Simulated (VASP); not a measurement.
# Li5BiS (F-43m) in VASP: further runs, part 2 of 2

VASP 6.6.1.

## Step 4: Relaxation of cell and atoms, PBE

Input file INCAR:

```
SYSTEM = Li5BiS
PREC = Accurate
ENCUT = 600
EDIFF = 1E-6
ISMEAR = 0
SIGMA = 0.1
LREAL = .False.
LASPH = .True.
NELM = 100
ALGO = Normal
ISIF = 3
LWAVE = .False.
LCHARG = .False.
GGA = PE
IBRION = 2
NSW = 90
EDIFFG = -0.04
```

Input file KPOINTS:

```
regular mesh
0
Gamma
  4 4 4
  0 0 0
```

Input file POSCAR:

```
Li5BiS
1.0
    0.0000000000      3.7882810800      3.7882810800
    3.7882810800      0.0000000000      3.7882810800
    3.7882810800      3.7882810800      0.0000000000
Li Bi S
5 1 1
Direct
    0.4083694200      0.4083694200      0.4083694200
    0.4083694200      0.4083694200      0.7748917300
    0.4083694200      0.7748917300      0.4083694200
    0.7748917300      0.4083694200      0.4083694200
    0.7500000000      0.7500000000      0.7500000000
    0.2500000000      0.2500000000      0.2500000000
    0.0000000000      0.0000000000      0.0000000000
```

Potentials or basis: VASP PAW PBE potentials, release 64 (Li_sv, Bi_d, S).

Command:

```
> cat potpaw_PBE.64/Li_sv/POTCAR potpaw_PBE.64/Bi_d/POTCAR potpaw_PBE.64/S/POTCAR > POTCAR
> mpirun -np 1 vasp_std > vasp.out
```

OUTCAR:

```text
SYSTEM = Li5BiS
   PREC = Accurate
   ENCUT = 600
   EDIFF = 1E-6
   ISMEAR = 0
   LREAL = .False.
   LASPH = .True.
   NELM = 100
   ISIF = 3
   GGA = PE
   IBRION = 2
   NSW = 90
   EDIFFG = -0.04

 ion  position               nearest neighbor table
   1  0.408  0.408  0.408-   2 1.96   3 1.96   4 1.96   6 2.08
   2  0.408  0.408  0.775-   1 1.96   3 1.96   4 1.96   6 2.08
   3  0.408  0.775  0.408-   1 1.96   2 1.96   4 1.96   6 2.08
   4  0.775  0.408  0.408-   1 1.96   2 1.96   3 1.96   6 2.08
   5  0.750  0.750  0.750-
   6  0.250  0.250  0.250-   1 2.08   2 2.08   3 2.08   4 2.08   7 3.28   7 3.28   7 3.28   7 3.28

   7  0.000  0.000  0.000-   6 3.28   6 3.28   6 3.28   6 3.28

  LATTYP: Found a face centered cubic cell.
 ALAT       =     7.5765621600

  Lattice vectors:

 A1 = (   0.0000000000,   3.7882810800,   3.7882810800)
 A2 = (   3.7882810800,   0.0000000000,   3.7882810800)
 A3 = (   3.7882810800,   3.7882810800,   0.0000000000)

Analysis of symmetry for initial positions (statically):
=====================================================================
 Subroutine PRICEL returns:
 Original cell was already a primitive cell.

 Routine SETGRP: Setting up the symmetry group for a
 face centered cubic supercell.

 Subroutine GETGRP returns: Found 24 space group operations
 (whereof 24 operations were pure point group operations)
 out of a pool of 48 trial point group operations.

The static configuration has the point symmetry T_d .

Analysis of symmetry for dynamics (positions and initial velocities):
=====================================================================
 Subroutine PRICEL returns:
 Original cell was already a primitive cell.

 Routine SETGRP: Setting up the symmetry group for a
 face centered cubic supercell.

 Subroutine GETGRP returns: Found 24 space group operations
 (whereof 24 operations were pure point group operations)
 out of a pool of 48 trial point group operations.

The dynamic configuration has the point symmetry T_d .

 Subroutine INISYM returns: Found 24 space group operations
 (whereof 24 operations are pure point group operations),
 and found     1 'primitive' translations

----------------------------------------------------------------------------------------

[... 93 lines left out ...]
   POTIM  = 0.5000    time-step for ionic-motion
   TEBEG  =    0.0;   TEEND  =   0.0 temperature during run
   PSTRESS=    0.0 pullay stress
   NELECT =      36.0000    total number of electrons
   NUPDOWN=      -1.0000    fix difference up-down
   EMIN   =  10.00;   EMAX   =-10.00  energy-range for DOS
   EFERMI =   0.00;   METHOD = LEGACY
   ISMEAR =     0;   SIGMA  =   0.10  broadening in eV -4-tet -1-fermi 0-gaus
   EFERMI_NEDOS =   21; number of points for ismear=-14 and -15
   IALGO  =     38    algorithm
   IMIX   =      4    mixing-type and parameters
     AMIX     =   0.40;   BMIX     =  1.00
     AMIX_MAG =   1.60;   BMIX_MAG =  1.00
  volume/ion in A,a.u.               =      15.53       104.82
  Fermi-wavevector in a.u.,A,eV,Ry     =   1.132548  2.140206 17.451731  1.282666
  Thomas-Fermi vector in A             =   2.269250
   LORBIT       =      0    0 simple, 1 ext, 2 COOP (PROOUT), +10 PAW based schemes
   GGA     = PE    functional components
   LHFCALC =     F    Hartree Fock is set to
   AEXX    =    0.0000 exact exchange contribution
   IVDW    =     0    specifies the selected vdW correction
   LEPSILON=     F    determine dielectric tensor
   LRPA    =     F    only Hartree local field effects (RPA)
 conjugate gradient relaxation of ions
 non-spin polarized calculation
 Gauss-broadening in eV      SIGMA  =   0.10
  energy-cutoff  :      600.00
  volume of cell :      108.73
 maximum number of plane-waves:      3695
 NGX is ok and might be reduce to    48
   NGX = 21   NGY = 21   NGZ = 21

--------------------------------------- Ionic step        1  -------------------------------------------

 number of electron      35.9999998 magnetization

 Free energy of the ion-electron system (eV)
  ---------------------------------------------------
  ext. energy  EPLUGINS =         0.00000000
  ---------------------------------------------------
  free energy    TOTEN  =        -8.36692805 eV

  energy without entropy =       -8.32208508  energy(sigma->0) =       -8.34450657

 E-fermi :   4.6626     XC(G=0):  -9.1061

 val. band max:        4.6363663766   @ k =   0.5000   0.2500   0.0000
 cond. band min:       4.7083514777   @ k =  -0.2500   0.2500   0.0000
 fundamental gap:      0.0719851011
 Fermi energy:         4.6626390395

 k-point     1 :       0.0000    0.0000    0.0000
  band No.  band energies     occupation
      1     -42.6091      2.00000
      2     -42.3742      2.00000
      3     -42.2107      2.00000
      4     -42.2107      2.00000
      5     -42.2107      2.00000
      6     -18.2573      2.00000
[... 434 lines left out ...]
--------------------------------------- Ionic step        7  -------------------------------------------

 number of electron      35.9999998 magnetization

 Free energy of the ion-electron system (eV)
  ---------------------------------------------------
  ext. energy  EPLUGINS =         0.00000000
  ---------------------------------------------------
  free energy    TOTEN  =       -13.87898927 eV

  energy without entropy =      -13.82237839  energy(sigma->0) =      -13.85068383

 E-fermi :   0.7165     XC(G=0):  -7.0123

 val. band max:        0.7007994357   @ k =   0.5000   0.0000   0.0000
 cond. band min:       0.7922662521   @ k =  -0.2500   0.2500   0.0000
 fundamental gap:      0.0914668164
 Fermi energy:         0.7164815368

 k-point     1 :       0.0000    0.0000    0.0000
  band No.  band energies     occupation
      1     -47.8328      2.00000
      2     -45.7240      2.00000
      3     -45.6852      2.00000
      4     -45.6852      2.00000
      5     -45.6852      2.00000
      6     -21.1231      2.00000
[... 223 lines left out ...]
  FREE ENERGIE OF THE ION-ELECTRON SYSTEM (eV)
  ---------------------------------------------------
  free  energy   TOTEN  =       -13.8789892654 eV

  energy  without entropy=      -13.8223783944  energy(sigma->0) =      -13.85068383

 reached required accuracy - stopping structural energy minimisation
```

OSZICAR:

```text
N       E                     dE             d eps       ncg     rms          rms(c)
DAV:   1     0.329020776095E+03    0.32902E+03   -0.19085E+04   352   0.196E+03
DAV:   2     0.389084148137E+02   -0.29011E+03   -0.28606E+03   358   0.502E+02
DAV:   3    -0.648908430077E+00   -0.39557E+02   -0.39076E+02   586   0.138E+02
[... 93 lines left out ...]
DAV:   3    -0.138790363341E+02    0.17557E-02   -0.28799E-02   590   0.653E-01    0.878E-02
DAV:   4    -0.138789551123E+02    0.81222E-04   -0.16966E-03   502   0.188E-01    0.497E-02
DAV:   5    -0.138789743039E+02   -0.19192E-04   -0.13599E-04   464   0.599E-02    0.324E-02
DAV:   6    -0.138789894255E+02   -0.15122E-04   -0.34364E-05   442   0.469E-02    0.841E-03
DAV:   7    -0.138789892654E+02    0.16008E-06   -0.87148E-06   448   0.148E-02
   7 F= -.13878989E+02 E0= -.13850684E+02  d E =-.456617E-01
```

CONTCAR:

```text
Li5BiS
   1.00000000000000
     0.0000000000000000    4.6149044569013382    4.6149044569013382
     4.6149044569013382    0.0000000000000000    4.6149044569013382
     4.6149044569013382    4.6149044569013382    0.0000000000000000
  Li              Bi              S
     5     1     1
Direct
     0.4015911722489449    0.4015911722489449    0.4015911722489450
     0.4015911722489449    0.4015911722489449    0.7952264732531642
     0.4015911722489450    0.7952264732531642    0.4015911722489449
     0.7952264732531642    0.4015911722489449    0.4015911722489450
     0.7500000000000000    0.7500000000000000    0.7500000000000000
     0.2500000000000000    0.2500000000000000    0.2500000000000000
     0.0000000000000000    0.0000000000000000    0.0000000000000000

  0.00000000E+00  0.00000000E+00  0.00000000E+00
  0.00000000E+00  0.00000000E+00  0.00000000E+00
  0.00000000E+00  0.00000000E+00  0.00000000E+00
  0.00000000E+00  0.00000000E+00  0.00000000E+00
  0.00000000E+00  0.00000000E+00  0.00000000E+00
  0.00000000E+00  0.00000000E+00  0.00000000E+00
  0.00000000E+00  0.00000000E+00  0.00000000E+00
```

It took 2.8 min on 1 thread of AMD EPYC 9R45 (Zen 5), shared host; peak memory 0.31 GiB.

Results:

| Item | Value |
| --- | --- |
| Free energy | -13.8790 eV |
| Relaxed volume | 28.08 Å³/atom |
| Relaxed cell | a = 6.526 Å, b = 6.526 Å, c = 6.526 Å, α = 60.00°, β = 60.00°, γ = 60.00° |
| Space group after relaxing (to 0.1 Å) | F-43m (No. 216) |
| Energy gained by relaxing | 787.4 meV/atom |
| Ionic steps | 7 |
| Pressure after relaxing | 0.1 GPa |
| Band gap on the k mesh | zero (bands 18 and 19 overlap by 0.72 eV) |

The path:
| step | energy change (eV) | largest force (eV/Å) | pressure (GPa) | volume (Å³) |
| --- | --- | --- | --- | --- |
| 1 | 0.0000 | 0.6774 | 28.45 | 108.73 |
| 2 | -4.7846 | 0.5038 | 6.37 | 158.18 |
| 3 | -5.4369 | 0.4765 | 0.94 | 187.27 |
| 4 | -5.4661 | 0.4881 | -0.01 | 194.83 |
| 5 | -5.4664 | 0.4912 | -0.25 | 196.90 |
| 6 | -5.5044 | 0.2018 | -0.07 | 196.71 |
| 7 | -5.5121 | 0.0009 | 0.07 | 196.57 |

Final structure:
```xyz
7
Lattice="0.0000 4.6149 4.6149 4.6149 0.0000 4.6149 4.6149 4.6149 0.0000" Properties=species:S:1:pos:R:3 pbc="T T T"
Li    3.7066    3.7066    3.7066
Li    5.5232    5.5232    3.7066
Li    5.5232    3.7066    5.5232
Li    3.7066    5.5232    5.5232
Li    6.9224    6.9224    6.9224
Bi    2.3075    2.3075    2.3075
S     0.0000    0.0000    0.0000
```

Caveat: the cutoff is under 1.25 times the usual one of these potentials, so pressure, stress and relaxed cells hold a basis-set (Pulay) error; the volume moved by over 15 % at a fixed basis, so the end points are rough; spin-orbit coupling is left out, which moves the levels of the heavy elements.

## Step 5: The runs side by side

```tsv
task	cell	cutoff (eV)	gap on the mesh (eV)	largest force (eV/Å)
single point	a = 5.357 Å, angles 60.0°, 7 atoms, atomic positions A	520	none	0.68
single point	a = 6.892 Å, angles 60.0°, 7 atoms, atomic positions B	520	none	0.01
relaxation of cell and atoms	relaxed from a = 5.357 Å, angles 60.0°, 7 atoms, atomic positions A	600	none	-
```

Alike in all rows: level PBE; potentials or basis VASP PAW PBE potentials, release 64 (Li_sv, Bi_d, S); no spin polarisation; k mesh 4 × 4 × 4; smearing gaussian 0.1 eV.

Caveats: the cutoff is under 1.25 times the usual one of these potentials, so pressure, stress and relaxed cells hold a basis-set (Pulay) error; spin-orbit coupling is left out, which moves the levels of the heavy elements; the volume moved by over 15 % at a fixed basis, so the end points are rough (at least some runs).

Absolute energies hang on the potentials; compare differences alone.

The gap in the log of VASP goes by the Fermi energy; the results here count the filled bands.